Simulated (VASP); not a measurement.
Here is a VASP 6.6.1 calculation.

The input INCAR:

```
ALGO = Normal
EDIFF = 1E-8
ENCUT = 600
GGA = PE
IBRION = 6
ISIF = 3
ISMEAR = -1
LASPH = True
LCHARG = False
LREAL = False
LWAVE = False
NELM = 100
NFREE = 2
NSW = 1
POTIM = 0.015
PREC = Accurate
SIGMA = 0.15
```

KPOINTS

```
k-points
0
Gamma
  20 20 20
```

The input POSCAR:

```
W
1.0
   -1.5918876376      1.5918876376      1.5918876376
    1.5918876376     -1.5918876376      1.5918876376
    1.5918876376      1.5918876376     -1.5918876376
W
1
Direct
    0.0000000000      0.0000000000      0.0000000000
```

Potentials or basis: VASP PAW PBE potentials, release 64 (W_sv).

The run is started by

```console
$ cat potpaw_PBE.64/W_sv/POTCAR > POTCAR
$ mpirun -np 1 vasp_std > vasp.out
```

**Question.** Estimate the elastic constants C11, C12, C44.

**Answer.** 519, 200, 146 GPa.

**Question.** Predict the Voigt bulk modulus.

**Answer.** 307 GPa.

Elastic tensor in Voigt notation (GPa, in the Cartesian axes of the cell as first typed):
```
519 200 200   0   0   0
200 519 200   0   0   0
200 200 519   0   0   0
  0   0   0 146   0   0
  0   0   0   0 146   0
  0   0   0   0   0 146
```
